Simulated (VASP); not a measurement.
# NaH (P6_3/mmc) in VASP: a series of runs

Aim: see how the results for NaH move with the level of theory and the settings. Levels: PBE-based screened hybrid, PBE. Tasks: single point.

All numbers are computed with VASP 6.6.1; they aren't measurements. Logs are shortened: lines on timing, memory, paths and dates and some standing lists are left out, and cuts for length are marked.

## (1) The cell of the first run

The structure is hexagonal, space group P6_3/mmc (No. 194). Conventional cell: a = 3.953 Å, b = 3.953 Å, c = 4.828 Å, α = 90.00°, β = 90.00°, γ = 120.00°. Within 3.0 Å of Na (site symmetry -6m2) lie 5 H at 2.28 to 2.41 Å. H (site symmetry -6m2) has 5 Na at 2.28 to 2.41 Å within 3.0 Å.

## (2) Single point, PBE-based screened hybrid

Input file POSCAR:

```
NaH
1.0
    3.9533072863      0.0000000000      0.0000000000
   -1.9766536431      3.4236645389      0.0000000000
    0.0000000000      0.0000000000      4.8283237758
Na H
2 2
Direct
    0.3333333333      0.6666666667      0.2500000000
    0.6666666667      0.3333333333      0.7500000000
    0.6666666667      0.3333333333      0.2500000000
    0.3333333333      0.6666666667      0.7500000000
```

Input file INCAR.step1:

```
PREC = Accurate
ENCUT = 520
EDIFF = 1E-5
ISMEAR = 0
SIGMA = 0.01
LREAL = False
LASPH = True
NELM = 80
ALGO = Normal
ISIF = 2
LWAVE = True
LCHARG = False
NBANDS = 16
GGA = PE
```

Input file INCAR.step2:

```
PREC = Accurate
ENCUT = 520
EDIFF = 1E-6
ISMEAR = 0
SIGMA = 0.01
LREAL = False
LASPH = True
NELM = 80
ALGO = Normal
ISIF = 2
LWAVE = False
LCHARG = False
GGA = PE
LHFCALC = True
AEXX = 0.2
HFSCREEN = 0.5
PRECFOCK = Normal
NBANDS = 16
ISTART = 1
```

Input file KPOINTS:

```
Automatic mesh
0
Gamma
  6 6 2
```

Potentials or basis: VASP PAW PBE potentials, release 64 (Na_pv, H).

Launch:

```
> cat potpaw_PBE.64/Na_pv/POTCAR potpaw_PBE.64/H/POTCAR > POTCAR
> cp INCAR.step1 INCAR
> mpirun -np 1 vasp_std > vasp.out
> cp INCAR.step2 INCAR
> mpirun -np 1 vasp_std > vasp.out
```

OUTCAR:

```text
PREC = Accurate
   ENCUT = 520
   EDIFF = 1E-6
   ISMEAR = 0
   LREAL = False
   LASPH = True
   NELM = 80
   ISIF = 2
   GGA = PE
   LHFCALC = True
   AEXX = 0.2
   HFSCREEN = 0.5
   PRECFOCK = Normal
   ISTART = 1

 ion  position               nearest neighbor table
   1  0.333  0.667  0.250-
   2  0.667  0.333  0.750-
   3  0.667  0.333  0.250-
   4  0.333  0.667  0.750-

  LATTYP: Found a hexagonal cell.
 ALAT       =     3.9533072863
 C/A-ratio  =     1.2213378385

  Lattice vectors:

 A1 = (   3.9533072863,   0.0000000000,   0.0000000000)
 A2 = (  -1.9766536431,   3.4236645389,   0.0000000000)
 A3 = (   0.0000000000,   0.0000000000,   4.8283237758)

Analysis of symmetry for initial positions (statically):
=====================================================================
 Subroutine PRICEL returns:
 Original cell was already a primitive cell.

 Routine SETGRP: Setting up the symmetry group for a
 hexagonal supercell.

 Subroutine GETGRP returns: Found 24 space group operations
 (whereof 12 operations were pure point group operations)
 out of a pool of 24 trial point group operations.

The static configuration has the point symmetry D_3d.
 The point group associated with its full space group is D_6h.

Analysis of symmetry for dynamics (positions and initial velocities):
=====================================================================
 Subroutine PRICEL returns:
 Original cell was already a primitive cell.

 Routine SETGRP: Setting up the symmetry group for a
 hexagonal supercell.

 Subroutine GETGRP returns: Found 24 space group operations
 (whereof 12 operations were pure point group operations)
 out of a pool of 24 trial point group operations.

The dynamic configuration has the point symmetry D_3d.
 The point group associated with its full space group is D_6h.

 Subroutine INISYM returns: Found 24 space group operations
 (whereof 12 operations are pure point group operations),
 and found     1 'primitive' translations

----------------------------------------------------------------------------------------

                                     Primitive cell

  volume of cell :      65.3504

  direct lattice vectors                    reciprocal lattice vectors
     3.953307286  0.000000000  0.000000000     0.252952763  0.146042346  0.000000000
    -1.976653643  3.423664539  0.000000000     0.000000000  0.292084691  0.000000000
     0.000000000  0.000000000  4.828323776     0.000000000  0.000000000  0.207111214

  length of vectors
     3.953307286  3.953307286  4.828323776     0.292084691  0.292084691  0.207111214

  position of ions in fractional coordinates (direct lattice)
     0.333333333  0.666666667  0.250000000
     0.666666667  0.333333333  0.750000000
     0.666666667  0.333333333  0.250000000
     0.333333333  0.666666667  0.750000000

  ion indices of the primitive-cell ions
   primitive index   ion index
                 1           1
                 2           2
                 3           3
                 4           4

----------------------------------------------------------------------------------------

 KPOINTS: Automatic mesh

Automatic generation of k-mesh.
 Grid dimensions read from file:
 generate k-points for:    6    6    2

 Generating k-lattice:

  Cartesian coordinates                     Fractional coordinates (reciprocal lattice)
     0.042158794  0.024340391  0.000000000     0.166666667  0.000000000  0.000000000
     0.000000000  0.048680782  0.000000000     0.000000000  0.166666667  0.000000000
     0.000000000  0.000000000  0.103555607     0.000000000  0.000000000  0.500000000

  Length of vectors
     0.048680782  0.048680782  0.103555607

  Shift w.r.t. Gamma in fractional coordinates (k-lattice)
     0.000000000  0.000000000  0.000000000

 Subroutine IBZKPT returns following result:
 ===========================================

 Found     14 irreducible k-points:

 Following reciprocal coordinates:
            Coordinates               Weight
  0.000000  0.000000  0.000000      1.000000
  0.166667  0.000000  0.000000      6.000000
  0.333333  0.000000  0.000000      6.000000
  0.500000  0.000000  0.000000      3.000000
  0.166667  0.166667  0.000000      6.000000
  0.333333  0.166667  0.000000     12.000000
  0.333333  0.333333  0.000000      2.000000
  0.000000  0.000000  0.500000      1.000000
  0.166667  0.000000  0.500000      6.000000
  0.333333  0.000000  0.500000      6.000000
  0.500000  0.000000  0.500000      3.000000
  0.166667  0.166667  0.500000      6.000000
  0.333333  0.166667  0.500000     12.000000
  0.333333  0.333333  0.500000      2.000000
   k-points           NKPTS =     14   k-points in BZ     NKDIM =     72   number of bands    NBANDS=     16
   number of dos      NEDOS =    301   number of ions     NIONS =      4
   total plane-waves  NPLWV =  32400
   dimension x,y,z NGX =    30 NGY =   30 NGZ =   36
   dimension x,y,z NGXF=    60 NGYF=   60 NGZF=   72
   ions per type =               2   2
   NGX,Y,Z   is equivalent  to a cutoff of  12.62, 12.62, 12.40 a.u.
   NGXF,Y,Z  is equivalent  to a cutoff of  25.23, 25.23, 24.79 a.u.
 SYSTEM =  unknown system
   PREC   = accura    normal or accurate (medium, high low for compatibility)
   ISTART =      1    job   : 0-new  1-cont  2-samecut
   ICHARG =      0    charge: 1-file 2-atom 10-const
   ISPIN  =      1    spin polarized calculation?
   LNONCOLLINEAR =      F non collinear calculations
   LSORBIT =      F    spin-orbit coupling
   LASPH  =      T    aspherical Exc in radial PAW
   ENCUT  =  520.0 eV  38.22 Ry    6.18 a.u.   7.35  7.35  8.98*2*pi/ulx,y,z
   NELM   =     80;   NELMIN=  2; NELMDL=  0     # of ELM steps
   EDIFF  = 0.1E-05   stopping-criterion for ELM
   LREAL  =      F    real-space projection
   EDIFFG = 0.1E-04   stopping-criterion for IOM
   NSW    =      0    number of steps for IOM
   IBRION =     -1    ionic relax: 0-MD 1-quasi-New 2-CG
   NFREE  =      0    steps in history (QN), initial steepest desc. (CG)
   ISIF   =      2    stress and relaxation
   ISYM   =      3    0-nonsym 1-usesym 2-fastsym
   POTIM  = 0.5000    time-step for ionic-motion
   TEBEG  =    0.0;   TEEND  =   0.0 temperature during run
   PSTRESS=    0.0 pullay stress
   NELECT =      16.0000    total number of electrons
   NUPDOWN=      -1.0000    fix difference up-down
   EMIN   =  10.00;   EMAX   =-10.00  energy-range for DOS
   EFERMI =   0.00;   METHOD = LEGACY
   ISMEAR =     0;   SIGMA  =   0.01  broadening in eV -4-tet -1-fermi 0-gaus
   EFERMI_NEDOS =   21; number of points for ismear=-14 and -15
   IALGO  =     38    algorithm
   IMIX   =      1    mixing-type and parameters
     AMIX     =   0.40;   BMIX     =  1.00
     AMIX_MAG =   1.60;   BMIX_MAG =  1.00
  volume/ion in A,a.u.               =      16.34       110.25
  Fermi-wavevector in a.u.,A,eV,Ry     =   1.024154  1.935371 14.271045  1.048892
  Thomas-Fermi vector in A             =   2.157926
   LORBIT       =      0    0 simple, 1 ext, 2 COOP (PROOUT), +10 PAW based schemes
   GGA     = PE    functional components
   LHFCALC =     T    Hartree Fock is set to
   PRECFOCK=normal    Normal, Fast or Accurate (Low or Medium for compatibility)
   ENCUT4O =  -1.0   cutoff for four orbital integrals eV
   NKREDX  =     1    reduce k-point grid by
   NKREDY  =     1    reduce k-point grid by
   NKREDZ  =     1    reduce k-point grid by
   AEXX    =    0.2000 exact exchange contribution
   HFSCREEN=    0.5000 screening length (either q_TF or 0.3 A-1)
   HFSCREENC=   0.5000 screening length for correlation (either q_TF or 0.3 A-1)
   ENCUTFOCK=  -1.0 apply spherical cutoff to Coloumb kernel
   IVDW    =     0    specifies the selected vdW correction
   LEPSILON=     F    determine dielectric tensor
   LRPA    =     F    only Hartree local field effects (RPA)
 non-spin polarized calculation
 Gauss-broadening in eV      SIGMA  =   0.01
  energy-cutoff  :      520.00
  volume of cell :       65.35
 maximum number of plane-waves:      1794
 NGX is ok and might be reduce to    30
  NGX = 24; NGY = 24; NGZ = 28

 number of electron      16.0000017 magnetization

 Free energy of the ion-electron system (eV)
  ---------------------------------------------------
  ext. energy  EPLUGINS =         0.00000000
  ---------------------------------------------------
  free energy    TOTEN  =       -10.63897038 eV

  energy without entropy =      -10.63897038  energy(sigma->0) =      -10.63897038

 E-fermi :  -1.6390     XC(G=0):  -6.4855

 val. band max:       -1.7157631278   @ k =   0.1667   0.0000   0.0000
 cond. band min:       1.9543678189   @ k =   0.3333   0.3333   0.0000
 fundamental gap:      3.6701309467
 Fermi energy:        -1.6390465924

 k-point     1 :       0.0000    0.0000    0.0000
  band No.  band energies     occupation
      1     -25.6763      2.00000
      2     -25.6409      2.00000
      3     -25.6409      2.00000
      4     -25.6147      2.00000
      5     -25.6147      2.00000
      6     -25.5962      2.00000
[... 8 lines left out ...]
     15       9.4679      0.00000
     16      14.3302      0.00000

 k-point     2 :       0.1667    0.0000    0.0000
  band No.  band energies     occupation
      1     -25.6711      2.00000
      2     -25.6445      2.00000
      3     -25.6435      2.00000
      4     -25.6200      2.00000
      5     -25.6141      2.00000
      6     -25.6005      2.00000
[... 8 lines left out ...]
     15      11.5705      0.00000
     16      12.1994      0.00000

 k-point     3 :       0.3333    0.0000    0.0000
  band No.  band energies     occupation
      1     -25.6580      2.00000
      2     -25.6519      2.00000
      3     -25.6481      2.00000
      4     -25.6301      2.00000
      5     -25.6132      2.00000
      6     -25.6119      2.00000
[... 8 lines left out ...]
     15      10.9987      0.00000
     16      12.2164      0.00000
[... 172 lines left out ...]
 k-point    13 :       0.3333    0.1667    0.5000
  band No.  band energies     occupation
      1     -25.6732      2.00000
      2     -25.6732      2.00000
      3     -25.6345      2.00000
      4     -25.6345      2.00000
      5     -25.6059      2.00000
      6     -25.6059      2.00000
[... 8 lines left out ...]
     15      12.9323      0.00000
     16      12.9323      0.00000

 k-point    14 :       0.3333    0.3333    0.5000
  band No.  band energies     occupation
      1     -25.6745      2.00000
      2     -25.6745      2.00000
      3     -25.6378      2.00000
      4     -25.6378      2.00000
      5     -25.6036      2.00000
      6     -25.6036      2.00000
[... 8 lines left out ...]
     15      13.4320      0.00000
     16      13.4320      0.00000

------------------------ aborting loop because EDIFF is reached ----------------------------------------

  FORCE on cell =-STRESS in cart. coord.  units (eV):
  Direction    XX          YY          ZZ          XY          YZ          ZX
  --------------------------------------------------------------------------------------
  -------------------------------------------------------------------------------------
  Total        0.0877631      0.0877631      0.0481073      0.0000000      0.0000000      0.0000000
  in kB        2.1516631      2.1516631      1.1794341      0.0000000      0.0000000      0.0000000
  external PRESSURE =       1.8275868 kB  Pullay stress =       0.0000000 kB

 VOLUME and BASIS-vectors are now :
 -----------------------------------------------------------------------------
  energy-cutoff  :      520.00
  volume of cell :       65.35
      direct lattice vectors                 reciprocal lattice vectors
     3.953307286  0.000000000  0.000000000     0.252952763  0.146042346  0.000000000
    -1.976653643  3.423664539  0.000000000     0.000000000  0.292084691  0.000000000
     0.000000000  0.000000000  4.828323776     0.000000000  0.000000000  0.207111214

 POSITION                                       TOTAL-FORCE (eV/Angst)
 -----------------------------------------------------------------------------------
     -0.00000      2.28244      1.20708         0.000000     -0.000000     -0.000000
      1.97665      1.14122      3.62124        -0.000000      0.000000      0.000000
      1.97665      1.14122      1.20708        -0.000000      0.000000     -0.000000
     -0.00000      2.28244      3.62124        -0.000000     -0.000000      0.000000
 -----------------------------------------------------------------------------------
    total drift:                                0.000000     -0.000000     -0.000000

  FREE ENERGIE OF THE ION-ELECTRON SYSTEM (eV)
  ---------------------------------------------------
  free  energy   TOTEN  =       -10.6389703800 eV

  energy  without entropy=      -10.6389703800  energy(sigma->0) =      -10.63897038
```

It took 4.5 min on 1 thread of Intel Xeon 6975P-C (Granite Rapids), shared host; peak memory 0.28 GiB.

Results:

- Free energy: -10.6390 eV
- Pressure: 0.2 GPa
- Band gap on the k mesh: 3.67 eV, indirect (least direct gap 4.61 eV)

Stress tensor (GPa, compression positive):
```
0.22 0.00 0.00
0.00 0.22 0.00
0.00 0.00 0.12
```

Caveat: the k points lie up to 0.65 Å⁻¹ apart; the PAW data sets were made with another functional, which shifts forces and pressure a little. A k mesh can miss the band edges.

## (3) Single point, PBE

Input file INCAR:

```
  ALGO = Normal
  EDIFF = 1E-6
  ENCUT = 500
  GGA = PE
  GGA_COMPAT = F
  ISIF = 2
  ISMEAR = -5
  LASPH = T
  LCHARG = F
  LREAL = F
  LWAVE = F
  NBANDS = 16
  NELM = 120
  PREC = Accurate
  SIGMA = 0.1
```

Input file KPOINTS:

```
k-points
0
Gamma
  6 6 4
```

POSCAR is that of step 2.

Potentials or basis: VASP PAW PBE potentials, release 64 (Na_pv, H).

Launch:

```
> cat potpaw_PBE.64/Na_pv/POTCAR potpaw_PBE.64/H/POTCAR > POTCAR
> mpirun -np 1 vasp_std > vasp.out
```

Wall time 24 s (1 thread of Intel Xeon 8259CL, shared host); peak memory 0.17 GiB.

It converged, with:

* Free energy: -10.0727 eV
* Pressure: 0.3 GPa
* Band gap on the k mesh: 3.33 eV, indirect (least direct gap 4.24 eV)

Stress tensor (GPa, compression positive):
```
0.28 0.00 0.00
0.00 0.28 0.00
0.00 0.00 0.38
```

Levels at points of the mesh, in eV from the valence-band top:
| k point | band 4 | band 5 | band 6 | band 7 | band 8 | band 9 | band 10 | band 11 | band 12 | band 13 |
| --- | --- | --- | --- | --- | --- | --- | --- | --- | --- | --- |
| (0.00, 0.00, 0.00) | -22.23 | -22.23 | -22.21 | -3.34 | -0.02 | 4.91 | 7.97 | 10.30 | 10.30 | 10.65 |
| (0.50, 0.00, 0.00) | -22.25 | -22.24 | -22.23 | -1.51 | -0.61 | 3.87 | 7.55 | 7.61 | 7.84 | 7.93 |
| (0.00, 0.00, 0.50) | -22.25 | -22.25 | -22.25 | -2.02 | -2.02 | 6.94 | 6.94 | 11.07 | 11.07 | 11.07 |
| (0.50, 0.00, 0.50) | -22.25 | -22.22 | -22.22 | -0.82 | -0.82 | 3.96 | 3.96 | 8.52 | 8.52 | 9.20 |

A k mesh can miss the band edges.

(Part 1 of 2 ends here.)
